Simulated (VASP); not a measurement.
## InP2N3: single point with PBE

Crystal: InP2N3.

```
CELL_PARAMETERS angstrom
3.30732 0.00000 0.00000
-1.65366 2.86422 0.00000
0.00000 0.00000 8.43841
ATOMIC_POSITIONS crystal
In 0.00000 0.00000 0.50000
P 0.33333 0.66667 0.14812
P 0.66667 0.33333 0.85188
N 0.33333 0.66667 0.70563
N 0.00000 0.00000 0.00000
N 0.66667 0.33333 0.29437
```

```yaml
Program: VASP 6.6.1
Task: single point
Functional: PBE
Potentials_or_basis: VASP PAW PBE potentials, release 64 (In_d, P, N)
Cutoff: 520 eV
k_mesh: 6 × 6 × 2
Occupations: gaussian, width 0.1 eV
Spin: collinear spin, ferromagnetic start
Starting_moments: "[0.0, 0.0, 0.0, 1.0, 1.0, 1.0] μB"
```

| Quantity | Value |
| --- | --- |
| Pressure | -19.0 GPa |
| Largest force | 0.985 eV/Å |
| Band gap on the k mesh | zero (filled and empty bands overlap) |
| Net moment | 0.00 μB per cell |
| Valence electrons inside the program's atomic spheres | In 11.21; P 2.17; N 3.48 |

Forces on the atoms (eV/Å):
```
In   0.000  0.000  0.000
P    0.000  0.000  0.985
P    0.000  0.000 -0.985
N    0.000  0.000  0.487
N    0.000  0.000  0.000
N    0.000  0.000 -0.487
```

Stress tensor (GPa, compression positive):
```
-17.74   0.00   0.00
  0.00 -17.74   0.00
  0.00   0.00 -21.45
```

Levels at points of the mesh, in eV from the Fermi level:
Spin up:
| k point | band 17 | band 18 | band 19 | band 20 | band 21 | band 22 |
| --- | --- | --- | --- | --- | --- | --- |
| (0.00, 0.00, 0.00) | -1.78 | -1.78 | -0.34 | -0.32 | 1.83 | 1.83 |
| (0.50, 0.00, 0.00) | -2.89 | -2.10 | -0.39 | -0.17 | 2.05 | 2.48 |
| (0.00, 0.00, 0.50) | -1.69 | -1.57 | -0.80 | 0.02 | 1.75 | 1.75 |
| (0.50, 0.00, 0.50) | -2.25 | -1.78 | -1.51 | 0.32 | 2.37 | 2.37 |
Spin down:
```csv
k point,band 16,band 17,band 18,band 19,band 20,band 21,band 22,band 23
"(0.00, 0.00, 0.00)",-1.83,-1.78,-1.78,-0.34,-0.32,1.83,1.83,2.32
"(0.50, 0.00, 0.00)",-3.22,-2.89,-2.10,-0.39,-0.17,2.05,2.48,3.07
"(0.00, 0.00, 0.50)",-1.69,-1.69,-1.57,-0.80,0.02,1.75,1.75,1.79
"(0.50, 0.00, 0.50)",-3.02,-2.25,-1.78,-1.51,0.32,2.37,2.37,2.70
```

Run time: 2.1 min on 1 thread of AMD EPYC 7R43 64-Core Processor (Zen 3), on a shared host, peak memory 0.25 GiB.

Caveat: the k points lie up to 0.37 Å⁻¹ apart; spin-orbit coupling is left out, which moves the levels of the heavy elements.
